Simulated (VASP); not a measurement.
Runs of VASP 6.6.1 on Nb. The structure is that of space group P6_3/mmc (No. 194), or close to it. The cells are those of the table. This isn't the form of Nb at room conditions, which is bcc.

```tsv
spin	cell	smearing	gap on the mesh (eV)	pressure (GPa)	moment (μB)
off	a = 2.897, b = 2.897, c = 10.635 Å, angles 90.0, 90.0, 120.0°, 4 atoms	fermi-dirac 0.1 eV	none	-6.2	-
collinear	a = 2.892, b = 2.892, c = 10.656 Å, angles 90.0, 90.0, 120.0°, 4 atoms	fermi-dirac 0.05 eV	none	-6.2	0.00
off	a = 2.933, b = 2.933, c = 10.770 Å, angles 90.0, 90.0, 120.0°, 4 atoms	fermi-dirac 0.1 eV	none	-11.2	-
collinear	a = 2.776, b = 2.776, c = 10.229 Å, angles 90.0, 90.0, 120.0°, 4 atoms	fermi-dirac 0.05 eV	none	(a)	0.00
off	a = 2.859, b = 2.859, c = 10.497 Å, angles 90.0, 90.0, 120.0°, 4 atoms	fermi-dirac 0.1 eV	none	-0.2	-
```

Alike in all rows: task single point; level r2SCAN; potentials or basis VASP PAW PBE potentials, release 64 (Nb_sv); k mesh 14 × 14 × 4; cutoff (eV) 520.

Question: Fill in the values left out.

Answer: (a) 16.2.

Caveats: the PAW data sets were made with another functional, which shifts forces and pressure a little; the cell stands under tension (at least some runs); the cell stands under pressure (at least some runs).

A k mesh can miss the band edges, and the runs leave out spin-orbit coupling on Nb.

A gap of «none» marks levels without a gap at the run's occupations.
